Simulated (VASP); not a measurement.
A run of VASP 6.6.1 is set up as follows.

Contents of POSCAR:

```
ZrH3
1.0
    3.1731450568      0.0000000000      0.0000000000
    0.0000000000      3.1731450568      0.0000000000
    0.0000000000      0.0000000000      3.1731450568
Zr H
1 3
Direct
    0.0000000000      0.0000000000      0.0000000000
    0.0000000000      0.5000000000      0.5000000000
    0.5000000000      0.0000000000      0.5000000000
    0.5000000000      0.5000000000      0.0000000000
```

INCAR.step1

```
SYSTEM = ZrH3
PREC = Accurate
ENCUT = 520
ISMEAR = 0
SIGMA = 0.1
LREAL = .FALSE.
LASPH = .TRUE.
NELM = 60
NBANDS = 16
GGA = PE
ALGO = Normal
EDIFF = 1E-4
LWAVE = .TRUE.
LCHARG = .FALSE.
```

Contents of INCAR.step2:

```
SYSTEM = ZrH3
PREC = Accurate
ENCUT = 520
EDIFF = 1E-6
ISMEAR = 0
SIGMA = 0.1
LREAL = .FALSE.
LASPH = .TRUE.
NELM = 60
ALGO = Normal
ISIF = 2
LWAVE = .FALSE.
LCHARG = .FALSE.
METAGGA = R2SCAN
LMIXTAU = .TRUE.
NBANDS = 16
ISTART = 1
```

The input KPOINTS:

```
regular mesh
0
G
  14 14 14
  0 0 0
```

Potentials or basis: VASP PAW PBE potentials, release 64 (Zr_sv, H).

Run with:

```console
$ cat potpaw_PBE.64/Zr_sv/POTCAR potpaw_PBE.64/H/POTCAR > POTCAR
$ cp INCAR.step1 INCAR
$ mpirun -np 1 vasp_std > vasp.out
$ cp INCAR.step2 INCAR
$ mpirun -np 1 vasp_std > vasp.out
```

(1) Predict the band gap on the k mesh.

(2) Predict the pressure.

Results:

(1) zero (an odd number of electrons rules out a gap without spin polarisation).

(2) -7.2 GPa.

Caveat: the cell stands under tension; the PAW data sets were made with another functional, which shifts forces and pressure a little.
